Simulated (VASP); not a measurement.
# Ni3Ge (Pm-3m) in VASP: further runs, part 2 of 2

VASP 6.6.1. Earlier steps stand in the parts before.

## 3. Vibrations by perturbation theory, PBEsol (10.75 Å³/atom)

This run uses another cell than the first one, of 10.75 Å³/atom.

The input, INCAR:

```
PREC = Accurate
ENCUT = 520
EDIFF = 1E-8
ISMEAR = -1
SIGMA = 0.15
LREAL = F
LASPH = T
NELM = 80
ALGO = Normal
ISIF = 2
LWAVE = F
LCHARG = T
GGA = PS
NBANDS = 30
IBRION = 8
NSW = 1
```

The input, KPOINTS:

```
Automatic mesh
0
Gamma
  12 12 12
```

The input, POSCAR:

```
Ni3Ge
1.0
    3.5033140542      0.0000000000      0.0000000000
    0.0000000000      3.5033140542      0.0000000000
    0.0000000000      0.0000000000      3.5033140542
Ni Ge
3 1
Direct
    0.5000000000      0.0000000000      0.5000000000
    0.0000000000      0.5000000000      0.5000000000
    0.5000000000      0.5000000000      0.0000000000
    0.0000000000      0.0000000000      0.0000000000
```

Potentials or basis: VASP PAW PBE potentials, release 64 (Ni, Ge_d).

Launch:

```
$ cat potpaw_PBE.64/Ni/POTCAR potpaw_PBE.64/Ge_d/POTCAR > POTCAR
$ mpirun -np 1 vasp_std > vasp.out
```

OUTCAR:

```text
PREC = Accurate
   ENCUT = 520
   EDIFF = 1E-8
   ISMEAR = -1
   LREAL = F
   LASPH = T
   NELM = 80
   ISIF = 2
   GGA = PS
   IBRION = 8
   NSW = 1

 ion  position               nearest neighbor table
   1  0.500  0.000  0.500-   2 2.48   3 2.48   4 2.48   3 2.48   4 2.48   2 2.48   3 2.48   3 2.48
                             2 2.48   4 2.48   4 2.48   2 2.48
   2  0.000  0.500  0.500-   1 2.48   3 2.48   4 2.48   3 2.48   4 2.48   1 2.48   4 2.48   4 2.48
                             1 2.48   3 2.48   3 2.48   1 2.48
   3  0.500  0.500  0.000-   1 2.48   2 2.48   4 2.48   1 2.48   2 2.48   1 2.48   4 2.48   1 2.48
                             2 2.48   4 2.48   2 2.48   4 2.48
   4  0.000  0.000  0.000-   1 2.48   2 2.48   3 2.48   1 2.48   2 2.48   2 2.48   3 2.48   2 2.48
                             1 2.48   3 2.48   1 2.48   3 2.48

  LATTYP: Found a simple cubic cell.
 ALAT       =     3.5033140542

  Lattice vectors:

 A1 = (   3.5033140542,   0.0000000000,   0.0000000000)
 A2 = (   0.0000000000,   3.5033140542,   0.0000000000)
 A3 = (   0.0000000000,   0.0000000000,   3.5033140542)

Analysis of symmetry for initial positions (statically):
=====================================================================
 Subroutine PRICEL returns:
 Original cell was already a primitive cell.

 Routine SETGRP: Setting up the symmetry group for a
 simple cubic supercell.

 Subroutine GETGRP returns: Found 48 space group operations
 (whereof 48 operations were pure point group operations)
 out of a pool of 48 trial point group operations.

The static configuration has the point symmetry O_h .

Analysis of symmetry for dynamics (positions and initial velocities):
=====================================================================
 Subroutine PRICEL returns:
 Original cell was already a primitive cell.

 Routine SETGRP: Setting up the symmetry group for a
 simple cubic supercell.

 Subroutine GETGRP returns: Found 48 space group operations
 (whereof 48 operations were pure point group operations)
 out of a pool of 48 trial point group operations.

The dynamic configuration has the point symmetry O_h .

 Subroutine INISYM returns: Found 48 space group operations
 (whereof 48 operations are pure point group operations),
 and found     1 'primitive' translations

----------------------------------------------------------------------------------------

                                     Primitive cell
[... 952 lines left out ...]
  Total        1.2821634      1.2821634      1.2821634     -0.0000000      0.0000000     -0.0000000
  in kB       47.7767638     47.7767638     47.7767638     -0.0000000      0.0000000     -0.0000000
  external PRESSURE =      47.7767638 kB  Pullay stress =       0.0000000 kB

 VOLUME and BASIS-vectors are now :
 -----------------------------------------------------------------------------
  energy-cutoff  :      520.00
  volume of cell :       43.00
      direct lattice vectors                 reciprocal lattice vectors
     3.503314054  0.000000000  0.000000000     0.285444007  0.000000000  0.000000000
     0.000000000  3.503314054  0.000000000     0.000000000  0.285444007  0.000000000
     0.000000000  0.000000000  3.503314054     0.000000000  0.000000000  0.285444007

 POSITION                                       TOTAL-FORCE (eV/Angst)
 -----------------------------------------------------------------------------------
      1.75166      0.00000      1.75166         0.000000      0.000000      0.000000
      0.00000      1.75166      1.75166         0.000000      0.000000      0.000000
      1.75166      1.75166      0.00000         0.000000      0.000000      0.000000
      0.00000      0.00000      0.00000         0.000000      0.000000      0.000000
 -----------------------------------------------------------------------------------
    total drift:                                0.000000      0.000000      0.000000

  FREE ENERGIE OF THE ION-ELECTRON SYSTEM (eV)
  ---------------------------------------------------
  free  energy   TOTEN  =       -24.8039707806 eV

  energy  without entropy=      -24.6382907438  energy(sigma->0) =      -24.72113076

[... ionic steps 2 to 12 ...]

--------------------------------------- Ionic step       13  -------------------------------------------

 Free energy of the ion-electron system (eV)
  ---------------------------------------------------
  ---------------------------------------------------
  free energy    TOTEN  =        -0.19423716 eV

  energy without entropy =       -0.19423716

------------------------ aborting loop because EDIFF is reached ----------------------------------------

 INTERNAL STRAIN TENSOR  FOR ION    4  DIRECTION 1   (eV/Angst):
 -----------------------------------------------------------------------------
    -0.05110 -0.00000  0.00000
    -0.00000  0.00757 -0.00000
    -0.00000 -0.00000  0.00757

 INTERNAL STRAIN TENSOR FOR ION    4 for displacements in x,y,z  (eV/Angst):
          X           Y           Z          XY          YZ          ZX
  --------------------------------------------------------------------------------
  x     0.00000     0.00000     0.00000     0.00000     0.00000     0.00000
  y     0.00000     0.00000     0.00000     0.00000     0.00000     0.00000
  z     0.00000     0.00000     0.00000     0.00000     0.00000     0.00000

 SECOND DERIVATIVES (NOT SYMMETRIZED)
 ------------------------------------
               1X          1Y          1Z          2X          2Y          2Z          3X          3Y          3Z          4X          4Y          4Z
  1X    -9.682556    0.000000    0.000000    6.035241    0.000000    0.000000   -0.672786    0.000000    0.000000    4.320100    0.000000    0.000000
  1Y     0.000000  -11.199171    0.000000   -0.000000    6.034856    0.000000    0.000000    6.034856    0.000000   -0.000000   -0.870540    0.000000
  1Z     0.000000    0.000000   -9.682556    0.000000    0.000000   -0.672786    0.000000    0.000000    6.035241    0.000000    0.000000    4.320100
  2X     6.034856   -0.000000    0.000000  -11.199171    0.000000    0.000000    6.034856   -0.000000    0.000000   -0.870540   -0.000000    0.000000
  2Y     0.000000    6.035241    0.000000    0.000000   -9.682556    0.000000    0.000000   -0.672786    0.000000    0.000000    4.320100    0.000000
  2Z     0.000000    0.000000   -0.672786    0.000000    0.000000   -9.682556    0.000000    0.000000    6.035241    0.000000    0.000000    4.320100
  3X    -0.672786    0.000000    0.000000    6.035241    0.000000    0.000000   -9.682556    0.000000    0.000000    4.320100    0.000000    0.000000
  3Y     0.000000    6.035241    0.000000    0.000000   -0.672786    0.000000    0.000000   -9.682556    0.000000    0.000000    4.320100    0.000000
  3Z    -0.000000    0.000000    6.034856    0.000000    0.000000    6.034856   -0.000000   -0.000000  -11.199171    0.000000    0.000000   -0.870540
  4X     4.308659   -0.000000    0.000000   -0.884178   -0.000000    0.000000    4.308659    0.000000    0.000000   -7.733140   -0.000000    0.000000
  4Y    -0.000000   -0.884178    0.000000    0.000000    4.308659    0.000000    0.000000    4.308659    0.000000   -0.000000   -7.733140    0.000000
  4Z    -0.000000    0.000000    4.308659    0.000000    0.000000    4.308659    0.000000   -0.000000   -0.884178   -0.000000    0.000000   -7.733140

 Eigenvectors and eigenvalues of the dynamical matrix
 ----------------------------------------------------

   1 f  =    9.283286 THz    58.328607 2PiTHz  309.657092 cm-1    38.392569 meV
             X         Y         Z           dx          dy          dz
      1.751657  0.000000  1.751657    -0.000000   -0.000000   -0.492780
      0.000000  1.751657  1.751657     0.000000    0.000000   -0.492780
      1.751657  1.751657  0.000000    -0.000000    0.000000    0.651307
      0.000000  0.000000  0.000000    -0.000000    0.000000    0.300225
[... 71 lines left out ...]
  12 f/i=    0.006981 THz     0.043860 2PiTHz    0.232846 cm-1     0.028869 meV
             X         Y         Z           dx          dy          dz
      1.751657  0.000000  1.751657     0.306746   -0.376053    0.005319
      0.000000  1.751657  1.751657     0.306510   -0.376342    0.005319
      1.751657  1.751657  0.000000     0.306746   -0.376342    0.005315
      0.000000  0.000000  0.000000     0.342023   -0.419623    0.005931

--------------------------------------------------------------------------------------------------------

 ELASTIC MODULI CONTR FROM IONIC RELAXATION (kBar)
 Direction    XX          YY          ZZ          XY          YZ          ZX
 --------------------------------------------------------------------------------
 XX           0.0000      0.0000      0.0000      0.0000      0.0000      0.0000
 YY           0.0000      0.0000      0.0000      0.0000      0.0000      0.0000
 ZZ           0.0000      0.0000      0.0000      0.0000      0.0000      0.0000
 XY           0.0000      0.0000      0.0000      0.0000      0.0000      0.0000
 YZ           0.0000      0.0000      0.0000      0.0000      0.0000      0.0000
 ZX           0.0000      0.0000      0.0000      0.0000      0.0000      0.0000
 --------------------------------------------------------------------------------
```

OSZICAR:

```text
N       E                     dE             d eps       ncg     rms          rms(c)
DAV:   1     0.313698766173E+03    0.31370E+03   -0.19866E+04  5586   0.338E+03
DAV:   2     0.110166334289E+02   -0.30268E+03   -0.28758E+03  5040   0.539E+02
DAV:   3    -0.272145164449E+02   -0.38231E+02   -0.37416E+02  5412   0.166E+02
[... 71 lines left out ...]
RMM:  15    -0.194237162412E+00   -0.55234E-07   -0.22482E-07 25887   0.189E-04    0.659E-07
RMM:  16    -0.194237164244E+00   -0.18320E-08   -0.16541E-07 23996   0.147E-04    0.265E-06
RMM:  17    -0.194237166655E+00   -0.24117E-08   -0.14326E-07 18365   0.120E-04    0.401E-06
RMM:  18    -0.194237160863E+00    0.57929E-08   -0.11113E-07 14992   0.998E-05    0.578E-06
RMM:  19    -0.194237163713E+00   -0.28507E-08   -0.84050E-08 13206   0.853E-05    0.632E-06
 Linear response finished
```

Wall time 18 min (1 thread of Intel Xeon 6975P-C (Granite Rapids), shared host); peak memory 0.87 GiB.

What came out:

* Highest phonon frequency at Γ: 310 cm⁻¹

Phonon frequencies in cm⁻¹ (negative: imaginary):
| q point | frequencies |
| --- | --- |
| (0.000, 0.000, 0.000) | 0 0 0 182 182 182 204 204 204 310 310 310 |

Caveat: the cell stands under pressure or tension, which shifts response properties; the PAW data sets were made with another functional, which shifts forces and pressure a little. Spin polarisation is off, so any magnetic state and its effect on volume and gap are missing.
